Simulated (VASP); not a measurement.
# Hg (Pm-3m) in VASP: a series of runs

Runs on Hg. Level: r2SCAN. Tasks: single point.

Everything below comes from runs of VASP 6.6.1. Logs are shortened: lines on timing, memory, paths and dates and some standing lists are left out, and cuts for length are marked.

### Step 1. The cell of the first run

The structure is cubic, space group Pm-3m (No. 221). The conventional cell has a = 3.120 Å, b = 3.120 Å, c = 3.120 Å, α = 90.00°, β = 90.00°, γ = 90.00°. Hg (site symmetry m-3m) has 6 Hg at 3.12 Å within 4.1 Å.

### Step 2. Single point, r2SCAN

File POSCAR:

```
Hg
1.0
    3.1202470300      0.0000000000      0.0000000000
    0.0000000000      3.1202470300      0.0000000000
    0.0000000000      0.0000000000      3.1202470300
Hg
1
Direct
    0.0000000000      0.0000000000      0.0000000000
```

File INCAR.step1:

```
PREC = Accurate
ENCUT = 520
ISMEAR = -1
SIGMA = 0.1
LREAL = False
LASPH = True
NELM = 60
NBANDS = 12
GGA = PE
ALGO = Normal
EDIFF = 1E-4
LWAVE = True
LCHARG = False
```

File INCAR.step2:

```
PREC = Accurate
ENCUT = 520
EDIFF = 1E-7
ISMEAR = -1
SIGMA = 0.1
LREAL = False
LASPH = True
NELM = 60
ALGO = Normal
ISIF = 2
LWAVE = False
LCHARG = False
METAGGA = R2SCAN
LMIXTAU = True
NBANDS = 12
ISTART = 1
```

File KPOINTS:

```
Automatic mesh
0
Gamma
  11 11 11
```

Potentials or basis: VASP PAW PBE potentials, release 64 (Hg).

Run with:

```console
$ cat potpaw_PBE.64/Hg/POTCAR > POTCAR
$ cp INCAR.step1 INCAR
$ mpirun -np 1 vasp_std > vasp.out
$ cp INCAR.step2 INCAR
$ mpirun -np 1 vasp_std > vasp.out
```

OUTCAR:

```text
PREC = Accurate
   ENCUT = 520
   EDIFF = 1E-7
   ISMEAR = -1
   LREAL = False
   LASPH = True
   NELM = 60
   ISIF = 2
   METAGGA = R2SCAN
   ISTART = 1

 ion  position               nearest neighbor table
   1  0.000  0.000  0.000-

  LATTYP: Found a simple cubic cell.
 ALAT       =     3.1202470300

  Lattice vectors:

 A1 = (   3.1202470300,   0.0000000000,   0.0000000000)
 A2 = (   0.0000000000,   3.1202470300,   0.0000000000)
 A3 = (   0.0000000000,   0.0000000000,   3.1202470300)

Analysis of symmetry for initial positions (statically):
=====================================================================
 Subroutine PRICEL returns:
 Original cell was already a primitive cell.

 Routine SETGRP: Setting up the symmetry group for a
 simple cubic supercell.

 Subroutine GETGRP returns: Found 48 space group operations
 (whereof 48 operations were pure point group operations)
 out of a pool of 48 trial point group operations.

The static configuration has the point symmetry O_h .

Analysis of symmetry for dynamics (positions and initial velocities):
=====================================================================
 Subroutine PRICEL returns:
 Original cell was already a primitive cell.

 Routine SETGRP: Setting up the symmetry group for a
 simple cubic supercell.

 Subroutine GETGRP returns: Found 48 space group operations
 (whereof 48 operations were pure point group operations)
 out of a pool of 48 trial point group operations.

The dynamic configuration has the point symmetry O_h .

 Subroutine INISYM returns: Found 48 space group operations
 (whereof 48 operations are pure point group operations),
 and found     1 'primitive' translations

----------------------------------------------------------------------------------------

                                     Primitive cell

  volume of cell :      30.3785

  direct lattice vectors                    reciprocal lattice vectors
     3.120247030  0.000000000  0.000000000     0.320487446  0.000000000  0.000000000
     0.000000000  3.120247030  0.000000000     0.000000000  0.320487446  0.000000000
     0.000000000  0.000000000  3.120247030     0.000000000  0.000000000  0.320487446

  length of vectors
     3.120247030  3.120247030  3.120247030     0.320487446  0.320487446  0.320487446

  position of ions in fractional coordinates (direct lattice)
     0.000000000  0.000000000  0.000000000

  ion indices of the primitive-cell ions
   primitive index   ion index
                 1           1

----------------------------------------------------------------------------------------

 KPOINTS: Automatic mesh

Automatic generation of k-mesh.
 Grid dimensions read from file:
 generate k-points for:   11   11   11

 Generating k-lattice:

  Cartesian coordinates                     Fractional coordinates (reciprocal lattice)
     0.029135222  0.000000000  0.000000000     0.090909091  0.000000000  0.000000000
     0.000000000  0.029135222  0.000000000     0.000000000  0.090909091  0.000000000
     0.000000000  0.000000000  0.029135222     0.000000000  0.000000000  0.090909091

  Length of vectors
     0.029135222  0.029135222  0.029135222

  Shift w.r.t. Gamma in fractional coordinates (k-lattice)
     0.000000000  0.000000000  0.000000000

 Subroutine IBZKPT returns following result:
 ===========================================

 Found     56 irreducible k-points:

 Following reciprocal coordinates:
            Coordinates               Weight
  0.000000  0.000000  0.000000      1.000000
  0.090909  0.000000  0.000000      6.000000
  0.181818  0.000000  0.000000      6.000000
  0.272727  0.000000  0.000000      6.000000
  0.363636  0.000000  0.000000      6.000000
  0.454545  0.000000  0.000000      6.000000
[... 16 lines left out ...]
  0.181818  0.090909  0.090909     24.000000
  0.272727  0.090909  0.090909     24.000000
 [... further k-points ...]
   k-points           NKPTS =     56   k-points in BZ     NKDIM =     56   number of bands    NBANDS=     12
   number of dos      NEDOS =    301   number of ions     NIONS =      1
   total plane-waves  NPLWV =  13824
   dimension x,y,z NGX =    24 NGY =   24 NGZ =   24
   dimension x,y,z NGXF=    48 NGYF=   48 NGZF=   48
   ions per type =               1
   NGX,Y,Z   is equivalent  to a cutoff of  12.79, 12.79, 12.79 a.u.
   NGXF,Y,Z  is equivalent  to a cutoff of  25.57, 25.57, 25.57 a.u.
 SYSTEM =  unknown system
   PREC   = accura    normal or accurate (medium, high low for compatibility)
   ISTART =      1    job   : 0-new  1-cont  2-samecut
   ICHARG =      0    charge: 1-file 2-atom 10-const
   ISPIN  =      1    spin polarized calculation?
   LNONCOLLINEAR =      F non collinear calculations
   LSORBIT =      F    spin-orbit coupling
   LASPH  =      T    aspherical Exc in radial PAW
   ENCUT  =  520.0 eV  38.22 Ry    6.18 a.u.   5.80  5.80  5.80*2*pi/ulx,y,z
   NELM   =     60;   NELMIN=  2; NELMDL=  0     # of ELM steps
   EDIFF  = 0.1E-06   stopping-criterion for ELM
   LREAL  =      F    real-space projection
   EDIFFG = 0.1E-05   stopping-criterion for IOM
   NSW    =      0    number of steps for IOM
   IBRION =     -1    ionic relax: 0-MD 1-quasi-New 2-CG
   NFREE  =      0    steps in history (QN), initial steepest desc. (CG)
   ISIF   =      2    stress and relaxation
   ISYM   =      2    0-nonsym 1-usesym 2-fastsym
   POTIM  = 0.5000    time-step for ionic-motion
   TEBEG  =    0.0;   TEEND  =   0.0 temperature during run
   PSTRESS=    0.0 pullay stress
   NELECT =      12.0000    total number of electrons
   NUPDOWN=      -1.0000    fix difference up-down
   EMIN   =  10.00;   EMAX   =-10.00  energy-range for DOS
   EFERMI =   0.00;   METHOD = LEGACY
   ISMEAR =    -1;   SIGMA  =   0.10  broadening in eV -4-tet -1-fermi 0-gaus
   EFERMI_NEDOS =   21; number of points for ismear=-14 and -15
   IALGO  =     38    algorithm
   IMIX   =      4    mixing-type and parameters
     AMIX     =   0.40;   BMIX     =  1.00
     AMIX_MAG =   1.60;   BMIX_MAG =  1.00
  volume/ion in A,a.u.               =      30.38       205.00
  Fermi-wavevector in a.u.,A,eV,Ry     =   1.201193  2.269926 19.631378  1.442866
  Thomas-Fermi vector in A             =   2.337009
   LORBIT       =      0    0 simple, 1 ext, 2 COOP (PROOUT), +10 PAW based schemes
   METAGGA = R2SCAN    functional components
   LHFCALC =     F    Hartree Fock is set to
   AEXX    =    0.0000 exact exchange contribution
   IVDW    =     0    specifies the selected vdW correction
   LEPSILON=     F    determine dielectric tensor
   LRPA    =     F    only Hartree local field effects (RPA)
 non-spin polarized calculation
  energy-cutoff  :      520.00
  volume of cell :       30.38
 maximum number of plane-waves:       840
 NGX is ok and might be reduce to    24
   NGX = 11   NGY = 11   NGZ = 11

 number of electron      11.9999996 magnetization

 Free energy of the ion-electron system (eV)
  ---------------------------------------------------
  ext. energy  EPLUGINS =         0.00000000
  ---------------------------------------------------
  free energy    TOTEN  =       -49.33716243 eV

  energy without entropy =      -49.32683106  energy(sigma->0) =      -49.33199674

 E-fermi :   1.0265     XC(G=0):  -9.9761

 val. band max:        0.9560456469   @ k =   0.4545   0.1818   0.0000
 cond. band min:       1.1330293877   @ k =   0.4545   0.1818   0.0909
 fundamental gap:      0.1769837408
 Fermi energy:         1.0265408867

 k-point     1 :       0.0000    0.0000    0.0000
  band No.  band energies     occupation
      1      -6.8600      2.00000
      2      -6.8600      2.00000
      3      -6.7551      2.00000
      4      -5.1782      2.00000
      5      -5.1782      2.00000
      6      -5.1782      2.00000
      7      10.7978      0.00000
      8      10.7978      0.00000
      9      10.7978      0.00000
     10      13.8584      0.00000
     11      15.9022      0.00000
     12      15.9022      0.00000

 k-point     2 :       0.0909    0.0000    0.0000
  band No.  band energies     occupation
      1      -6.8493      2.00000
      2      -6.8107      2.00000
      3      -6.5794      2.00000
      4      -5.2224      2.00000
      5      -5.2224      2.00000
      6      -5.1745      2.00000
      7       9.2801      0.00000
      8      10.9926      0.00000
      9      10.9926      0.00000
     10      14.4357      0.00000
     11      15.8887      0.00000
     12      17.0880      0.00000

 k-point     3 :       0.1818    0.0000    0.0000
  band No.  band energies     occupation
      1      -6.8203      2.00000
      2      -6.7270      2.00000
      3      -6.0035      2.00000
      4      -5.3384      2.00000
      5      -5.3384      2.00000
      6      -5.1645      2.00000
      7       6.8424      0.00000
      8      11.5498      0.00000
      9      11.5498      0.00000
     10      14.8152      0.00000
     11      15.8491      0.00000
     12      19.8706      0.00000

 k-point     4 :       0.2727    0.0000    0.0000
  band No.  band energies     occupation
      1      -6.7821      2.00000
      2      -6.6228      2.00000
      3      -5.4854      2.00000
      4      -5.4854      2.00000
      5      -5.1513      2.00000
      6      -5.0596      2.00000
      7       4.4176      0.00000
      8      12.3886      0.00000
      9      12.3886      0.00000
     10      15.1502      0.00000
     11      15.7884      0.00000
     12      21.6263      0.00000

 k-point     5 :       0.3636    0.0000    0.0000
  band No.  band energies     occupation
      1      -6.7466      2.00000
      2      -6.5254      2.00000
      3      -5.6160      2.00000
      4      -5.6160      2.00000
      5      -5.1392      2.00000
      6      -3.8023      2.00000
      7       2.1645      0.00002
      8      13.3571      0.00000
      9      13.3571      0.00000
     10      15.5406      0.00000
     11      15.7222      0.00000
     12      20.1259      0.00000
[... 228 lines left out ...]
      1      -6.5889      2.00000
      2      -6.4669      2.00000
      3      -5.6136      2.00000
      4      -5.6117      2.00000
      5      -4.7406      2.00000
      6       0.4429      1.99418
      7       2.9296      0.00000
      8       3.3444      0.00000
      9       8.5543      0.00000
     10      18.1853      0.00000
     11      18.4097      0.00000
     12      18.7595      0.00000

 k-point    22 :       0.0909    0.0909    0.0909
  band No.  band energies     occupation
      1      -6.7253      2.00000
      2      -6.7253      2.00000
      3      -6.3263      2.00000
      4      -5.2621      2.00000
      5      -5.2601      2.00000
      6      -5.2601      2.00000
      7       9.3286      0.00000
      8       9.8090      0.00000
      9       9.8090      0.00000
     10      16.3247      0.00000
     11      17.2953      0.00000
     12      17.2953      0.00000

 k-point    23 :       0.1818    0.0909    0.0909
  band No.  band energies     occupation
      1      -6.6968      2.00000
      2      -6.5753      2.00000
      3      -5.8664      2.00000
      4      -5.3808      2.00000
      5      -5.3318      2.00000
      6      -5.2465      2.00000
      7       7.1700      0.00000
      8       9.9946      0.00000
      9      10.3240      0.00000
     10      16.8902      0.00000
     11      17.1910      0.00000
     12      19.7097      0.00000

 k-point    24 :       0.2727    0.0909    0.0909
  band No.  band energies     occupation
      1      -6.6586      2.00000
      2      -6.4488      2.00000
      3      -5.6169      2.00000
      4      -5.5341      2.00000
      5      -5.2401      2.00000
      6      -4.8007      2.00000
      7       4.7435      0.00000
      8      10.7277      0.00000
      9      11.1069      0.00000
     10      16.7963      0.00000
     11      17.0016      0.00000
     12      19.6226      0.00000

 [... further k-points ...]

------------------------ aborting loop because EDIFF is reached ----------------------------------------

  FORCE on cell =-STRESS in cart. coord.  units (eV):
  Direction    XX          YY          ZZ          XY          YZ          ZX
  --------------------------------------------------------------------------------------
  -------------------------------------------------------------------------------------
  Total       -0.3101761     -0.3101761     -0.3101761      0.0000000      0.0000000      0.0000000
  in kB      -16.3588211    -16.3588211    -16.3588211      0.0000000      0.0000000      0.0000000
  external PRESSURE =     -16.3588211 kB  Pullay stress =       0.0000000 kB

 VOLUME and BASIS-vectors are now :
 -----------------------------------------------------------------------------
  energy-cutoff  :      520.00
  volume of cell :       30.38
      direct lattice vectors                 reciprocal lattice vectors
     3.120247030  0.000000000  0.000000000     0.320487446  0.000000000  0.000000000
     0.000000000  3.120247030  0.000000000     0.000000000  0.320487446  0.000000000
     0.000000000  0.000000000  3.120247030     0.000000000  0.000000000  0.320487446

 POSITION                                       TOTAL-FORCE (eV/Angst)
 -----------------------------------------------------------------------------------
      0.00000      0.00000      0.00000         0.000000      0.000000      0.000000
 -----------------------------------------------------------------------------------
    total drift:                                0.000000      0.000000     -0.000000

  FREE ENERGIE OF THE ION-ELECTRON SYSTEM (eV)
  ---------------------------------------------------
  free  energy   TOTEN  =       -49.3371624251 eV

  energy  without entropy=      -49.3268310586  energy(sigma->0) =      -49.33199674
```

It took 32 s on 1 thread of AMD EPYC 9R45 (Zen 5), shared host; peak memory 0.12 GiB.

Results:

```
Free energy            : -49.3372 eV
Pressure               : -1.6 GPa
Band gap on the k mesh : zero (band 6 reaches 3.47 eV, above the bottom of band 7 at 0.28 eV)
```

Levels at points of the mesh, in eV from the Fermi level:
| k point | band 2 | band 3 | band 4 | band 5 | band 6 | band 7 | band 8 | band 9 | band 10 | band 11 |
| --- | --- | --- | --- | --- | --- | --- | --- | --- | --- | --- |
| (0.00, 0.00, 0.00) | -7.89 | -7.78 | -6.20 | -6.20 | -6.20 | 9.77 | 9.77 | 9.77 | 12.83 | 14.88 |

Caveat: the PAW data sets were made with another functional, which shifts forces and pressure a little; spin-orbit coupling is left out, which moves the levels of the heavy elements.

### Step 3. Single point, r2SCAN

This run uses another cell than the first one, of 31.28 Å³/atom, 1.030 times its volume.

File POSCAR:

```
Hg
1.0
    3.1508396380      0.0000000000      0.0000000000
    0.0000000000      3.1508396380      0.0000000000
    0.0000000000      0.0000000000      3.1508396380
Hg
1
Direct
    0.0000000000      0.0000000000      0.0000000000
```

File INCAR.step1:

```
ALGO = Normal ; EDIFF = 1E-4
ENCUT = 520 ; GGA = PE
ISMEAR = -1 ; LASPH = T
LCHARG = F ; LREAL = F
LWAVE = T ; NBANDS = 12
NELM = 60 ; PREC = Accurate
SIGMA = 0.1
```

File INCAR.step2:

```
ALGO = Normal ; EDIFF = 1E-7
ENCUT = 520 ; ISIF = 2
ISMEAR = -1 ; ISTART = 1
LASPH = T ; LCHARG = T
LELF = T ; LMIXTAU = T
LREAL = F ; LVHAR = T
LWAVE = F ; METAGGA = R2SCAN
NBANDS = 12 ; NELM = 60
PREC = Accurate ; SIGMA = 0.1
```

File KPOINTS:

```
k-points
0
Gamma
  11 11 11
```

Potentials or basis: VASP PAW PBE potentials, release 64 (Hg).

Run with:

```console
$ cat potpaw_PBE.64/Hg/POTCAR > POTCAR
$ cp INCAR.step1 INCAR
$ mpirun -np 1 vasp_std > vasp.out
$ cp INCAR.step2 INCAR
$ mpirun -np 1 vasp_std > vasp.out
```

It took 32 s on 1 thread of AMD EPYC 9R45 (Zen 5), shared host; peak memory 0.12 GiB.

The run converged. Its results:

```
Free energy            : -49.3276 eV
Pressure               : -1.9 GPa
Band gap on the k mesh : zero (band 6 reaches 3.14 eV, above the bottom of band 7 at 0.19 eV)
```

Levels at points of the mesh, in eV from the Fermi level:
| k point | band 2 | band 3 | band 4 | band 5 | band 6 | band 7 | band 8 | band 9 | band 10 | band 11 |
| --- | --- | --- | --- | --- | --- | --- | --- | --- | --- | --- |
| (0.00, 0.00, 0.00) | -7.79 | -7.61 | -6.20 | -6.20 | -6.20 | 9.60 | 9.60 | 9.60 | 12.54 | 14.61 |

Caveat: the PAW data sets were made with another functional, which shifts forces and pressure a little; spin-orbit coupling is left out, which moves the levels of the heavy elements.

### Step 4. Single point, r2SCAN

This run uses another cell than the first one, of 31.28 Å³/atom, 1.030 times its volume.

POSCAR is that of step 3.

File INCAR.step1:

```
SYSTEM = Hg
PREC = Accurate
ENCUT = 520
ISMEAR = -1
SIGMA = 0.1
LREAL = .FALSE.
LASPH = .TRUE.
NELM = 80
NBANDS = 12
GGA = PE
ALGO = Normal
EDIFF = 1E-4
LWAVE = .TRUE.
LCHARG = .FALSE.
```

File INCAR.step2:

```
SYSTEM = Hg
PREC = Accurate
ENCUT = 520
EDIFF = 1E-6
ISMEAR = -1
SIGMA = 0.1
LREAL = .FALSE.
LASPH = .TRUE.
NELM = 80
ALGO = Normal
ISIF = 2
LWAVE = .FALSE.
LCHARG = .FALSE.
METAGGA = R2SCAN
LMIXTAU = .TRUE.
NBANDS = 12
ISTART = 1
```

File KPOINTS:

```
regular mesh
0
G
  11 11 11
  0 0 0
```

Run with:

```console
$ cat potpaw_PBE.64/Hg/POTCAR > POTCAR
$ cp INCAR.step1 INCAR
$ mpirun -np 1 vasp_std > vasp.out
$ cp INCAR.step2 INCAR
$ mpirun -np 1 vasp_std > vasp.out
```

Run time: 24 s. Hardware: 1 thread of AMD EPYC 9R45 (Zen 5), shared host; peak memory 0.12 GiB.

The run converged. Its results:

| Quantity | Value |
| --- | --- |
| Free energy | -49.3276 eV |
| Pressure | -1.9 GPa |
| Band gap on the k mesh | zero (band 6 reaches 3.14 eV, above the bottom of band 7 at 0.19 eV) |

Levels at points of the mesh, in eV from the Fermi level:
```
           k point  band 3  band 4  band 5  band 6  band 7  band 8  band 9  band 10
(0.00, 0.00, 0.00)   -7.61   -6.20   -6.20   -6.20    9.60    9.60    9.60    12.54
```

Caveat: the PAW data sets were made with another functional, which shifts forces and pressure a little; spin-orbit coupling is left out, which moves the levels of the heavy elements.
